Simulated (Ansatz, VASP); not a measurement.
# One calculation of Fe3Ge, two programs

```
Fe Ge
1.0
     3.72052    0.00000    0.00000
     0.00000    3.72052    0.00000
     0.00000    0.00000    3.72052
Fe Ge
3 1
Cartesian
  0.0000 1.8603 1.8603
  1.8603 1.8603 0.0000
  1.8603 0.0000 1.8603
  0.0000 0.0000 0.0000
```

Change from the starting cell: volume scaled by 1.05, PAW files.

Alike in both runs: task single point; functional PBEsol; k mesh 9 × 9 × 9; occupations fermi-dirac, width 0.03 eV; collinear spin.

```csv
,VASP,Ansatz
version,VASP 6.6.1,Ansatz 0.2.0
potentials or method,"VASP PAW PBE potentials, release 64 (Fe, Ge_d)","PAW with Ansatz's default frozen-core files, scalar-relativistic"
plane-wave cutoff (eV),520,420
valence electrons in the cell,38,62
```

```tsv
	VASP	Ansatz	Ansatz less VASP
pressure (GPa)	-16.2	-16.5	-0.27
net moment per atom (μB)	1.73	1.72	-0.003
size of the moment on the site where the two differ most (μB)	2.35	2.37	+0.020
```

VASP's potentials were made for PBE, not for PBEsol. Site moments also hang on the region over which each program counts them. VASP's potentials hold 38 valence electrons a cell and Ansatz's 62, so a difference there can come from the potentials and not from the codes.
